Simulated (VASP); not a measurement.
A run of VASP 6.6.1 is set up as follows.

Contents of INCAR:

```
PREC = Accurate ; ENCUT = 500
EDIFF = 1E-6 ; ISMEAR = 0
SIGMA = 0.1 ; LREAL = False
LASPH = True ; NELM = 120
ALGO = Normal ; ISIF = 2
LWAVE = False ; LCHARG = False
GGA = CA ; NBANDS = 8
GGA_COMPAT = False
```

File KPOINTS:

```
Automatic mesh
0
Gamma
  14 14 14
```

POSCAR

```
Sb
1.0
    2.9794864247      0.0000000000      0.0000000000
    0.0000000000      2.9794864247      0.0000000000
    0.0000000000      0.0000000000      2.9794864247
Sb
1
Direct
    0.0000000000      0.0000000000      0.0000000000
```

Potentials or basis: VASP PAW LDA potentials, release 64 (Sb).

Command:

```sh
$ cat potpaw_LDA.64/Sb/POTCAR > POTCAR
$ mpirun -np 1 vasp_std > vasp.out
```

Estimate the pressure.

4.9 GPa.

Estimate the band gap on the k mesh.

zero (an odd number of electrons rules out a gap without spin polarisation).

Caveat: the cell stands under pressure; spin-orbit coupling is left out, which moves the levels of the heavy elements.
